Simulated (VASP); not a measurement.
# Cu (R-3m) in VASP: single point with PBEsol

Aim: the single point of Cu with PBEsol.

All numbers are computed with VASP 6.6.1; they aren't measurements. Logs are shortened: lines on timing, memory, paths and dates and some standing lists are left out, and cuts for length are marked.

**1. The cell of the first run**

It takes space group R-3m (No. 166, trigonal). Conventional cell: a = 2.521 Å, b = 2.521 Å, c = 18.504 Å, α = 90.00°, β = 90.00°, γ = 120.00°. Within 3.3 Å of Cu (site symmetry -3m) lie 12 Cu at 2.52 Å. Cu (site symmetry 3m) has 12 Cu at 2.52 Å within 3.3 Å.

**2. Single point, PBEsol**

File INCAR:

```
SYSTEM = Cu
ALGO = Normal ; EDIFF = 1E-6
ENCUT = 520 ; GGA = PS
ISIF = 2 ; ISMEAR = 0
LASPH = .True. ; LCHARG = .True.
LELF = .True. ; LREAL = .False.
LVHAR = .True. ; LWAVE = .False.
NBANDS = 60 ; NELM = 100
PREC = Accurate ; SIGMA = 0.1
```

File KPOINTS:

```
k-points
0
Gamma
  18 18 3
  0 0 0
```

File POSCAR:

```
Cu
1.0
    2.5211274690      0.0000000000      0.0000000000
   -1.2605637345      2.1833604343      0.0000000000
    0.0000000000      0.0000000000     18.5041598260
Cu
9
Direct
    0.0000000000      0.0000000000      0.0000000000
    0.3333333333      0.6666666667      0.1109272667
    0.0000000000      0.0000000000      0.2224060666
    0.3333333333      0.6666666667      0.3333333333
    0.6666666667      0.3333333333      0.4442606001
    0.3333333333      0.6666666667      0.5557393999
    0.6666666667      0.3333333333      0.6666666667
    0.0000000000      0.0000000000      0.7775939334
    0.6666666667      0.3333333333      0.8890727333
```

Potentials or basis: VASP PAW PBE potentials, release 64 (Cu).

Run with:

```sh
> cat potpaw_PBE.64/Cu/POTCAR > POTCAR
> mpirun -np 1 vasp_std > vasp.out
```

OUTCAR:

```text
SYSTEM = Cu
   EDIFF = 1E-6
   ENCUT = 520
   GGA = PS
   ISIF = 2
   ISMEAR = 0
   LASPH = .True.
   LREAL = .False.
   NELM = 100
   PREC = Accurate

 ion  position               nearest neighbor table
   1  0.000  0.000  0.000-   2 2.52   9 2.52   2 2.52   9 2.52   9 2.52   2 2.52
   2  0.333  0.667  0.111-   1 2.52   1 2.52   1 2.52   3 2.52   3 2.52   3 2.52
   3  0.000  0.000  0.222-   4 2.52   4 2.52   4 2.52   2 2.52   2 2.52   2 2.52
   4  0.333  0.667  0.333-   3 2.52   3 2.52   3 2.52   5 2.52   5 2.52   5 2.52
   5  0.667  0.333  0.444-   4 2.52   4 2.52   4 2.52   6 2.52   6 2.52   6 2.52
   6  0.333  0.667  0.556-   7 2.52   7 2.52   7 2.52   5 2.52   5 2.52   5 2.52
   7  0.667  0.333  0.667-   8 2.52   8 2.52   8 2.52   6 2.52   6 2.52   6 2.52
   8  0.000  0.000  0.778-   7 2.52   7 2.52   7 2.52   9 2.52   9 2.52   9 2.52
   9  0.667  0.333  0.889-   1 2.52   1 2.52   1 2.52   8 2.52   8 2.52   8 2.52

  LATTYP: Found a hexagonal cell.
 ALAT       =     2.5211274690
 C/A-ratio  =     7.3396367512

  Lattice vectors:

 A1 = (   2.5211274690,   0.0000000000,   0.0000000000)
 A2 = (  -1.2605637345,   2.1833604343,   0.0000000000)
 A3 = (   0.0000000000,   0.0000000000,  18.5041598260)

Analysis of symmetry for initial positions (statically):
=====================================================================
 Subroutine PRICEL returns following result:

  LATTYP: Found a trigonal (rhomboedric) cell.
 ALAT       =     6.3374739266
 COS(alpha) =     0.9208725370

  Lattice vectors:

 A1 = (  -1.2605637344,   0.7277868114,  -6.1680532747)
 A2 = (   1.2605637342,   0.7277868116,  -6.1680532766)
 A3 = (   0.0000000001,  -1.4555736229,  -6.1680532747)

   3 primitive cells build up your supercell.

 Routine SETGRP: Setting up the symmetry group for a
 hexagonal supercell.

 Subroutine GETGRP returns: Found 12 space group operations
 (whereof 12 operations were pure point group operations)
 out of a pool of 24 trial point group operations.

The static configuration has the point symmetry D_3d.

Analysis of symmetry for dynamics (positions and initial velocities):
=====================================================================
 Subroutine PRICEL returns following result:

  LATTYP: Found a trigonal (rhomboedric) cell.
 ALAT       =     6.3374739266
 COS(alpha) =     0.9208725370

  Lattice vectors:

 A1 = (  -1.2605637344,   0.7277868114,  -6.1680532747)
 A2 = (   1.2605637342,   0.7277868116,  -6.1680532766)
 A3 = (   0.0000000001,  -1.4555736229,  -6.1680532747)

   3 primitive cells build up your supercell.

 Routine SETGRP: Setting up the symmetry group for a
 hexagonal supercell.

 Subroutine GETGRP returns: Found 12 space group operations
 (whereof 12 operations were pure point group operations)
 out of a pool of 24 trial point group operations.

The dynamic configuration has the point symmetry D_3d.

 Subroutine INISYM returns: Found 12 space group operations
 (whereof 12 operations are pure point group operations),
 and found     3 'primitive' translations

----------------------------------------------------------------------------------------

                                     Primitive cell

  volume of cell :      33.9522

  direct lattice vectors                    reciprocal lattice vectors
    -1.260563734  0.727786811 -6.168053275    -0.396647933  0.229004791 -0.054041902
     1.260563734  0.727786812 -6.168053277     0.396647933  0.229004791 -0.054041902
     0.000000000 -1.455573623 -6.168053275     0.000000000 -0.458009582 -0.054041902

  length of vectors
     6.337473927  6.337473928  6.337473927     0.461186843  0.461186843  0.461186843

  position of ions in fractional coordinates (direct lattice)
     0.000000000  0.000000000  0.000000000
     0.222406067  0.222406067  0.222406067
     0.777593933  0.777593933  0.777593933

  ion indices of the primitive-cell ions
   primitive index   ion index
                 1           1
                 2           8
                 3           3

----------------------------------------------------------------------------------------

 KPOINTS: k-points

Automatic generation of k-mesh.
 Grid dimensions read from file:
 generate k-points for:   18   18    3

 Generating k-lattice:

  Cartesian coordinates                     Fractional coordinates (reciprocal lattice)
     0.022035996  0.012722488  0.000000000     0.055555556  0.000000000  0.000000000
     0.000000000  0.025444977  0.000000000     0.000000000  0.055555556  0.000000000
     0.000000000  0.000000000  0.018013967     0.000000000  0.000000000  0.333333333

  Length of vectors
     0.025444977  0.025444977  0.018013967

  Shift w.r.t. Gamma in fractional coordinates (k-lattice)
     0.000000000  0.000000000  0.000000000

 Subroutine IBZKPT returns following result:
 ===========================================

 Found    101 irreducible k-points:

 Following reciprocal coordinates:
            Coordinates               Weight
  0.000000  0.000000  0.000000      1.000000
  0.055556 -0.000000  0.000000      6.000000
  0.111111 -0.000000  0.000000      6.000000
  0.166667 -0.000000  0.000000      6.000000
  0.222222  0.000000  0.000000      6.000000
  0.277778  0.000000  0.000000      6.000000
[... 16 lines left out ...]
  0.333333  0.111111  0.000000     12.000000
  0.388889  0.111111  0.000000     12.000000
 [... further k-points ...]
   k-points           NKPTS =    101   k-points in BZ     NKDIM =    101   number of bands    NBANDS=     60
   number of dos      NEDOS =    301   number of ions     NIONS =      9
   total plane-waves  NPLWV =  56000
   dimension x,y,z NGX =    20 NGY =   20 NGZ =  140
   dimension x,y,z NGXF=    40 NGYF=   40 NGZF=  280
   ions per type =               9
   NGX,Y,Z   is equivalent  to a cutoff of  13.19, 13.19, 12.58 a.u.
   NGXF,Y,Z  is equivalent  to a cutoff of  26.38, 26.38, 25.16 a.u.
 SYSTEM =  Cu
   PREC   = accura    normal or accurate (medium, high low for compatibility)
   ISTART =      0    job   : 0-new  1-cont  2-samecut
   ICHARG =      2    charge: 1-file 2-atom 10-const
   ISPIN  =      1    spin polarized calculation?
   LNONCOLLINEAR =      F non collinear calculations
   LSORBIT =      F    spin-orbit coupling
   LASPH  =      T    aspherical Exc in radial PAW
   ENCUT  =  520.0 eV  38.22 Ry    6.18 a.u.   4.69  4.69 34.41*2*pi/ulx,y,z
   NELM   =    100;   NELMIN=  2; NELMDL= -5     # of ELM steps
   EDIFF  = 0.1E-05   stopping-criterion for ELM
   LREAL  =      F    real-space projection
   EDIFFG = 0.1E-04   stopping-criterion for IOM
   NSW    =      0    number of steps for IOM
   IBRION =     -1    ionic relax: 0-MD 1-quasi-New 2-CG
   NFREE  =      0    steps in history (QN), initial steepest desc. (CG)
   ISIF   =      2    stress and relaxation
   ISYM   =      2    0-nonsym 1-usesym 2-fastsym
   POTIM  = 0.5000    time-step for ionic-motion
   TEBEG  =    0.0;   TEEND  =   0.0 temperature during run
   PSTRESS=    0.0 pullay stress
   NELECT =      99.0000    total number of electrons
   NUPDOWN=      -1.0000    fix difference up-down
   EMIN   =  10.00;   EMAX   =-10.00  energy-range for DOS
   EFERMI =   0.00;   METHOD = LEGACY
   ISMEAR =     0;   SIGMA  =   0.10  broadening in eV -4-tet -1-fermi 0-gaus
   EFERMI_NEDOS =   21; number of points for ismear=-14 and -15
   IALGO  =     38    algorithm
   IMIX   =      4    mixing-type and parameters
     AMIX     =   0.40;   BMIX     =  1.00
     AMIX_MAG =   1.60;   BMIX_MAG =  1.00
  volume/ion in A,a.u.               =      11.32        76.37
  Fermi-wavevector in a.u.,A,eV,Ry     =   1.621648  3.064471 35.779832  2.629743
  Thomas-Fermi vector in A             =   2.715390
   LORBIT       =      0    0 simple, 1 ext, 2 COOP (PROOUT), +10 PAW based schemes
   GGA     = PS    functional components
   LHFCALC =     F    Hartree Fock is set to
   AEXX    =    0.0000 exact exchange contribution
   IVDW    =     0    specifies the selected vdW correction
   LEPSILON=     F    determine dielectric tensor
   LRPA    =     F    only Hartree local field effects (RPA)
 non-spin polarized calculation
 Gauss-broadening in eV      SIGMA  =   0.10
  energy-cutoff  :      520.00
  volume of cell :      101.86
 maximum number of plane-waves:      2775
 NGX is ok and might be reduce to    20
   NGX =  9   NGY =  9   NGZ = 69

 number of electron      99.0000003 magnetization

 Free energy of the ion-electron system (eV)
  ---------------------------------------------------
  ext. energy  EPLUGINS =         0.00000000
  ---------------------------------------------------
  free energy    TOTEN  =       -38.73212578 eV

  energy without entropy =      -38.71882043  energy(sigma->0) =      -38.72547311

 E-fermi :   7.8871     XC(G=0): -13.1587

 val. band max:        7.8768194265   @ k =   0.3333   0.1111   0.3333
 cond. band min:       7.8879452702   @ k =   0.3889   0.1111   0.3333
 fundamental gap:      0.0111258437
 Fermi energy:         7.8871031694

 k-point     1 :       0.0000    0.0000    0.0000
  band No.  band energies     occupation
      1      -1.7811      2.00000
      2      -1.3201      2.00000
      3      -1.3201      2.00000
      4      -0.0169      2.00000
      5      -0.0169      2.00000
      6       1.6759      2.00000
[... 52 lines left out ...]
     59      22.1421      0.00000
     60      22.1421      0.00000

 k-point     2 :       0.0556   -0.0000    0.0000
  band No.  band energies     occupation
      1      -1.6780      2.00000
      2      -1.2190      2.00000
      3      -1.2190      2.00000
      4       0.0776      2.00000
      5       0.0776      2.00000
      6       1.7579      2.00000
[... 52 lines left out ...]
     59      22.2219      0.00000
     60      22.2222      0.00000

 k-point     3 :       0.1111   -0.0000    0.0000
  band No.  band energies     occupation
      1      -1.3718      2.00000
      2      -0.9197      2.00000
      3      -0.9193      2.00000
      4       0.3549      2.00000
      5       0.3555      2.00000
      6       1.9930      2.00000
[... 1312 lines left out ...]
     59      15.0810      0.00000
     60      15.9812      0.00000

 k-point    24 :       0.3889    0.1111    0.0000
  band No.  band energies     occupation
      1       2.7918      2.00000
      2       2.8234      2.00000
      3       2.8343      2.00000
      4       2.9675      2.00000
      5       3.0460      2.00000
      6       3.0924      2.00000
[... 52 lines left out ...]
     59      14.4879      0.00000
     60      14.9613      0.00000

 [... further k-points ...]
[... 5 lines left out ...]
  --------------------------------------------------------------------------------------
  -------------------------------------------------------------------------------------
  Total        0.6355789      0.6355789      0.6053230      0.0000000      0.0000000      0.0000000
  in kB        9.9974770      9.9974770      9.5215609      0.0000000      0.0000000      0.0000000
  external PRESSURE =       9.8388383 kB  Pullay stress =       0.0000000 kB

 VOLUME and BASIS-vectors are now :
 -----------------------------------------------------------------------------
  energy-cutoff  :      520.00
  volume of cell :      101.86
      direct lattice vectors                 reciprocal lattice vectors
     2.521127469  0.000000000  0.000000000     0.396647933  0.229004791  0.000000000
    -1.260563735  2.183360434  0.000000000     0.000000000  0.458009582  0.000000000
     0.000000000  0.000000000 18.504159826     0.000000000  0.000000000  0.054041902

 POSITION                                       TOTAL-FORCE (eV/Angst)
 -----------------------------------------------------------------------------------
      0.00000      0.00000      0.00000        -0.000000     -0.000000     -0.000000
     -0.00000      1.45557      2.05262         0.000000      0.000000      0.002718
      0.00000      0.00000      4.11544         0.000000     -0.000000     -0.002718
     -0.00000      1.45557      6.16805        -0.000000     -0.000000     -0.000000
      1.26056      0.72779      8.22067        -0.000000      0.000000      0.002718
     -0.00000      1.45557     10.28349        -0.000000     -0.000000     -0.002718
      1.26056      0.72779     12.33611        -0.000000     -0.000000     -0.000000
      0.00000      0.00000     14.38872        -0.000000      0.000000      0.002718
      1.26056      0.72779     16.45154         0.000000     -0.000000     -0.002718
 -----------------------------------------------------------------------------------
    total drift:                               -0.000000      0.000000      0.000000

  FREE ENERGIE OF THE ION-ELECTRON SYSTEM (eV)
  ---------------------------------------------------
  free  energy   TOTEN  =       -38.7321257841 eV

  energy  without entropy=      -38.7188204274  energy(sigma->0) =      -38.72547311
```

Run time: 6.3 min. Hardware: 1 thread of Intel Xeon 6975P-C (Granite Rapids), shared host; peak memory 0.5 GiB.

What came out:

```yaml
Free_energy: -38.7321 eV
Pressure: 1.0 GPa
```

Forces in eV/Å, atoms in the order of the input:
```
Cu   0.000  0.000  0.000
Cu   0.000  0.000  0.003
Cu   0.000  0.000 -0.003
Cu   0.000  0.000  0.000
Cu   0.000  0.000  0.003
Cu   0.000  0.000 -0.003
Cu   0.000  0.000  0.000
Cu   0.000  0.000  0.003
Cu   0.000  0.000 -0.003
```

Caveat: the PAW data sets were made with another functional, which shifts forces and pressure a little.
